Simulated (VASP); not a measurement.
# Sn (I4_1/amd) in VASP: a series of runs

Sn is run at these levels: PBEsol; tasks: single point.

All numbers are computed with VASP 6.6.1; they aren't measurements. Logs are shortened: lines on timing, memory, paths and dates and some standing lists are left out, and cuts for length are marked.

## 1. The cell of the first run

The structure is tetragonal, space group I4_1/amd (No. 141). The conventional cell has a = 4.590 Å, b = 4.590 Å, c = 5.972 Å, α = 90.00°, β = 90.00°, γ = 90.00°. Within 3.6 Å of Sn (site symmetry -4m2) lie 4 Sn at 2.74 Å.

## 2. Single point, PBEsol (strain +0.000 along x and y, -0.080 along z)

Input file INCAR:

```
SYSTEM = Sn
PREC = Accurate
ENCUT = 520
EDIFF = 1E-6
ISMEAR = 0
SIGMA = 0.15
LREAL = .FALSE.
LASPH = .TRUE.
NELM = 100
ALGO = Fast
ISIF = 2
LWAVE = .FALSE.
LCHARG = .FALSE.
GGA = PS
NBANDS = 21
```

Input file KPOINTS:

```
Automatic mesh
0
G
  12 12 12
  0 0 0
```

Input file POSCAR:

```
Sn
1.0
    0.0000000000      3.2456000000      2.9859520000
    3.2456000000      0.0000000000      2.9859520000
    3.2456000000      3.2456000000      0.0000000000
Sn
2
Direct
    0.5000000000      0.5000000000      0.5000000000
    0.7500000000      0.7500000000      0.7500000000
```

Potentials or basis: VASP PAW PBE potentials, release 64 (Sn_d).

The run is started by

```sh
$ cat potpaw_PBE.64/Sn_d/POTCAR > POTCAR
$ mpirun -np 1 vasp_std > vasp.out
```

OUTCAR:

```text
SYSTEM = Sn
   PREC = Accurate
   ENCUT = 520
   EDIFF = 1E-6
   ISMEAR = 0
   LREAL = .FALSE.
   LASPH = .TRUE.
   NELM = 100
   ISIF = 2
   GGA = PS

 ion  position               nearest neighbor table
   1  0.500  0.500  0.500-   2 2.74   2 2.74   2 2.74   2 2.74
   2  0.750  0.750  0.750-   1 2.74   1 2.74   1 2.74   1 2.74

  LATTYP: Found a body centered tetragonal cell.
 ALAT       =     4.5899715380
 C/A-ratio  =     1.3010764774

  Lattice vectors:

 A1 = (   0.0000000000,  -3.2456000000,  -2.9859520000)
 A2 = (   0.0000000000,   3.2456000000,  -2.9859520000)
 A3 = (   3.2456000000,   0.0000000000,   2.9859520000)

Analysis of symmetry for initial positions (statically):
=====================================================================
 Subroutine PRICEL returns:
 Original cell was already a primitive cell.

 Routine SETGRP: Setting up the symmetry group for a
 body centered tetragonal supercell.

 Subroutine GETGRP returns: Found 16 space group operations
 (whereof  8 operations were pure point group operations)
 out of a pool of 16 trial point group operations.

The static configuration has the point symmetry D_2d.
 The point group associated with its full space group is D_4h.

Analysis of symmetry for dynamics (positions and initial velocities):
=====================================================================
 Subroutine PRICEL returns:
 Original cell was already a primitive cell.

 Routine SETGRP: Setting up the symmetry group for a
 body centered tetragonal supercell.

 Subroutine GETGRP returns: Found 16 space group operations
 (whereof  8 operations were pure point group operations)
 out of a pool of 16 trial point group operations.

The dynamic configuration has the point symmetry D_2d.
 The point group associated with its full space group is D_4h.

 Subroutine INISYM returns: Found 16 space group operations
 (whereof  8 operations are pure point group operations),
 and found     1 'primitive' translations

----------------------------------------------------------------------------------------

                                     Primitive cell

  volume of cell :      62.9076

  direct lattice vectors                    reciprocal lattice vectors
     0.000000000  3.245600000  2.985952000    -0.154054720  0.154054720  0.167450783
     3.245600000  0.000000000  2.985952000     0.154054720 -0.154054720  0.167450783
     3.245600000  3.245600000  0.000000000     0.154054720  0.154054720 -0.167450783

  length of vectors
     4.410195994  4.410195994  4.589971538     0.274782602  0.274782602  0.274782602

  position of ions in fractional coordinates (direct lattice)
     0.500000000  0.500000000  0.500000000
     0.750000000  0.750000000  0.750000000

  ion indices of the primitive-cell ions
   primitive index   ion index
                 1           1
                 2           2

----------------------------------------------------------------------------------------

 KPOINTS: Automatic mesh

Automatic generation of k-mesh.
 Grid dimensions read from file:
 generate k-points for:   12   12   12

 Generating k-lattice:

  Cartesian coordinates                     Fractional coordinates (reciprocal lattice)
    -0.012837893  0.012837893  0.013954232     0.083333333  0.000000000  0.000000000
     0.012837893 -0.012837893  0.013954232     0.000000000  0.083333333  0.000000000
     0.012837893  0.012837893 -0.013954232     0.000000000  0.000000000  0.083333333

  Length of vectors
     0.022898550  0.022898550  0.022898550

  Shift w.r.t. Gamma in fractional coordinates (k-lattice)
     0.000000000  0.000000000  0.000000000

 Subroutine IBZKPT returns following result:
 ===========================================

 Found    163 irreducible k-points:

 Following reciprocal coordinates:
            Coordinates               Weight
  0.000000  0.000000  0.000000      1.000000
  0.083333 -0.000000  0.000000      8.000000
  0.166667 -0.000000  0.000000      8.000000
  0.250000 -0.000000  0.000000      8.000000
  0.333333 -0.000000  0.000000      8.000000
  0.416667 -0.000000  0.000000      8.000000
[... 16 lines left out ...]
  0.500000  0.166667  0.000000      8.000000
 -0.416667  0.166667  0.000000      8.000000
 [... further k-points ...]
   k-points           NKPTS =    163   k-points in BZ     NKDIM =    163   number of bands    NBANDS=     21
   number of dos      NEDOS =    301   number of ions     NIONS =      2
   total plane-waves  NPLWV =  46656
   dimension x,y,z NGX =    36 NGY =   36 NGZ =   36
   dimension x,y,z NGXF=    72 NGYF=   72 NGZF=   72
   ions per type =               2
   NGX,Y,Z   is equivalent  to a cutoff of  13.57, 13.57, 13.04 a.u.
   NGXF,Y,Z  is equivalent  to a cutoff of  27.14, 27.14, 26.08 a.u.
 SYSTEM =  Sn
   PREC   = accura    normal or accurate (medium, high low for compatibility)
   ISTART =      0    job   : 0-new  1-cont  2-samecut
   ICHARG =      2    charge: 1-file 2-atom 10-const
   ISPIN  =      1    spin polarized calculation?
   LNONCOLLINEAR =      F non collinear calculations
   LSORBIT =      F    spin-orbit coupling
   LASPH  =      T    aspherical Exc in radial PAW
   ENCUT  =  520.0 eV  38.22 Ry    6.18 a.u.   8.20  8.20  8.53*2*pi/ulx,y,z
   NELM   =    100;   NELMIN=  2; NELMDL= -5     # of ELM steps
   EDIFF  = 0.1E-05   stopping-criterion for ELM
   LREAL  =      F    real-space projection
   EDIFFG = 0.1E-04   stopping-criterion for IOM
   NSW    =      0    number of steps for IOM
   IBRION =     -1    ionic relax: 0-MD 1-quasi-New 2-CG
   NFREE  =      0    steps in history (QN), initial steepest desc. (CG)
   ISIF   =      2    stress and relaxation
   ISYM   =      2    0-nonsym 1-usesym 2-fastsym
   POTIM  = 0.5000    time-step for ionic-motion
   TEBEG  =    0.0;   TEEND  =   0.0 temperature during run
   PSTRESS=    0.0 pullay stress
   NELECT =      28.0000    total number of electrons
   NUPDOWN=      -1.0000    fix difference up-down
   EMIN   =  10.00;   EMAX   =-10.00  energy-range for DOS
   EFERMI =   0.00;   METHOD = LEGACY
   ISMEAR =     0;   SIGMA  =   0.15  broadening in eV -4-tet -1-fermi 0-gaus
   EFERMI_NEDOS =   21; number of points for ismear=-14 and -15
   IALGO  =     68    algorithm
   IMIX   =      4    mixing-type and parameters
     AMIX     =   0.40;   BMIX     =  1.00
     AMIX_MAG =   1.60;   BMIX_MAG =  1.00
  volume/ion in A,a.u.               =      31.45       212.26
  Fermi-wavevector in a.u.,A,eV,Ry     =   1.249952  2.362066 21.257461  1.562379
  Thomas-Fermi vector in A             =   2.383969
   LORBIT       =      0    0 simple, 1 ext, 2 COOP (PROOUT), +10 PAW based schemes
   GGA     = PS    functional components
   LHFCALC =     F    Hartree Fock is set to
   AEXX    =    0.0000 exact exchange contribution
   IVDW    =     0    specifies the selected vdW correction
   LEPSILON=     F    determine dielectric tensor
   LRPA    =     F    only Hartree local field effects (RPA)
 non-spin polarized calculation
 RMM-DIIS sequential band-by-band and
 Gauss-broadening in eV      SIGMA  =   0.15
  energy-cutoff  :      520.00
  volume of cell :       62.91
 maximum number of plane-waves:      1710
 NGX is ok and might be reduce to    36
   NGX = 17   NGY = 17   NGZ = 17

 number of electron      28.0000001 magnetization

 Free energy of the ion-electron system (eV)
  ---------------------------------------------------
  ext. energy  EPLUGINS =         0.00000000
  ---------------------------------------------------
  free energy    TOTEN  =        -8.33078969 eV

  energy without entropy =       -8.32889111  energy(sigma->0) =       -8.32984040

 E-fermi :   6.4635     XC(G=0):  -9.4416

 val. band max:        6.4280184641   @ k =  -0.0833   0.0000   0.0833
 cond. band min:       6.4664241404   @ k =   0.4167   0.4167   0.0000
 fundamental gap:      0.0384056763
 Fermi energy:         6.4635276128

 k-point     1 :       0.0000    0.0000    0.0000
  band No.  band energies     occupation
      1     -15.4119      2.00000
      2     -15.3644      2.00000
      3     -15.3644      2.00000
      4     -15.3202      2.00000
      5     -15.2955      2.00000
      6     -14.9475      2.00000
[... 13 lines left out ...]
     20      13.8887      0.00000
     21      14.2108      0.00000

 k-point     2 :       0.0833   -0.0000    0.0000
  band No.  band energies     occupation
      1     -15.4140      2.00000
      2     -15.3728      2.00000
      3     -15.3683      2.00000
      4     -15.3083      2.00000
      5     -15.2858      2.00000
      6     -14.9613      2.00000
[... 13 lines left out ...]
     20      13.3332      0.00000
     21      13.7469      0.00000

 k-point     3 :       0.1667   -0.0000    0.0000
  band No.  band energies     occupation
      1     -15.4213      2.00000
      2     -15.3854      2.00000
      3     -15.3712      2.00000
      4     -15.2860      2.00000
      5     -15.2659      2.00000
      6     -14.9826      2.00000
[... 13 lines left out ...]
     20      13.0231      0.00000
     21      13.5346      0.00000

 k-point     4 :       0.2500   -0.0000    0.0000
  band No.  band energies     occupation
      1     -15.4314      2.00000
      2     -15.3943      2.00000
      3     -15.3682      2.00000
      4     -15.2646      2.00000
      5     -15.2462      2.00000
      6     -15.0016      2.00000
[... 13 lines left out ...]
     20      13.2346      0.00000
     21      13.7186      0.00000

 k-point     5 :       0.3333   -0.0000    0.0000
  band No.  band energies     occupation
      1     -15.4401      2.00000
      2     -15.3989      2.00000
      3     -15.3624      2.00000
      4     -15.2489      2.00000
      5     -15.2320      2.00000
      6     -15.0154      2.00000
[... 13 lines left out ...]
     20      13.9608      0.00000
     21      13.9907      0.00000
[... 382 lines left out ...]
     20      14.3031      0.00000
     21      14.9136      0.00000

 k-point    22 :       0.4167    0.1667    0.0000
  band No.  band energies     occupation
      1     -15.4457      2.00000
      2     -15.3998      2.00000
      3     -15.3255      2.00000
      4     -15.2304      2.00000
      5     -15.2062      2.00000
      6     -15.0429      2.00000
[... 13 lines left out ...]
     20      15.4601      0.00000
     21      15.7924      0.00000

 k-point    23 :       0.5000    0.1667    0.0000
  band No.  band energies     occupation
      1     -15.4593      2.00000
      2     -15.4058      2.00000
      3     -15.3109      2.00000
      4     -15.2131      2.00000
      5     -15.2078      2.00000
      6     -15.0334      2.00000
[... 13 lines left out ...]
     20      15.6696      0.00000
     21      15.7568      0.00000

 k-point    24 :      -0.4167    0.1667    0.0000
  band No.  band energies     occupation
      1     -15.4665      2.00000
      2     -15.4109      2.00000
      3     -15.3101      2.00000
      4     -15.2146      2.00000
      5     -15.2011      2.00000
      6     -15.0317      2.00000
[... 13 lines left out ...]
     20      14.5172      0.00000
     21      14.9749      0.00000

 [... further k-points ...]
[... 5 lines left out ...]
  --------------------------------------------------------------------------------------
  -------------------------------------------------------------------------------------
  Total        1.8920868      1.8920868      2.6560690      0.0000000      0.0000000     -0.0000000
  in kB       48.1891016     48.1891016     67.6467808      0.0000000      0.0000000     -0.0000000
  external PRESSURE =      54.6749946 kB  Pullay stress =       0.0000000 kB

 VOLUME and BASIS-vectors are now :
 -----------------------------------------------------------------------------
  energy-cutoff  :      520.00
  volume of cell :       62.91
      direct lattice vectors                 reciprocal lattice vectors
     0.000000000  3.245600000  2.985952000    -0.154054720  0.154054720  0.167450783
     3.245600000  0.000000000  2.985952000     0.154054720 -0.154054720  0.167450783
     3.245600000  3.245600000  0.000000000     0.154054720  0.154054720 -0.167450783

 POSITION                                       TOTAL-FORCE (eV/Angst)
 -----------------------------------------------------------------------------------
      3.24560      3.24560      2.98595         0.000000     -0.000000      0.000000
      4.86840      4.86840      4.47893         0.000000      0.000000      0.000000
 -----------------------------------------------------------------------------------
    total drift:                                0.000000      0.000000      0.000000

  FREE ENERGIE OF THE ION-ELECTRON SYSTEM (eV)
  ---------------------------------------------------
  free  energy   TOTEN  =        -8.3307896906 eV

  energy  without entropy=       -8.3288911090  energy(sigma->0) =       -8.32984040
```

Wall time 92 s (1 thread of Intel Xeon 6975P-C (Granite Rapids), shared host); peak memory 0.32 GiB.

What came out:

```yaml
Free_energy: -8.3308 eV
Pressure: 5.5 GPa
Band_gap_on_the_k_mesh: zero (band 14 reaches 6.50 eV, above the bottom of band 15 at 6.42 eV)
```

Stress tensor (GPa, compression positive):
```
4.82 0.00 0.00
0.00 4.82 0.00
0.00 0.00 6.76
```

Levels at points of the mesh, in eV from the Fermi level:
| k point | band 12 | band 13 | band 14 | band 15 | band 16 | band 17 |
| --- | --- | --- | --- | --- | --- | --- |
| (0.00, 0.00, 0.00) | -0.21 | -0.15 | -0.15 | 0.38 | 1.90 | 2.24 |
| (0.50, 0.00, 0.00) | -6.72 | -1.61 | -1.01 | -0.05 | 2.96 | 3.51 |
| (0.50, 0.50, 0.00) | -7.66 | -3.12 | -3.12 | 0.24 | 0.24 | 8.21 |
| (0.50, 0.00, 0.50) | -8.00 | -2.62 | -2.62 | 0.79 | 0.79 | 7.83 |

Caveat: the cell differs from its parent crystal (strain +0.000 along x and y, -0.080 along z); the PAW data sets were made with another functional, which shifts forces and pressure a little; spin-orbit coupling is left out, which moves the levels of the heavy elements.

[end of part 1 of 3]
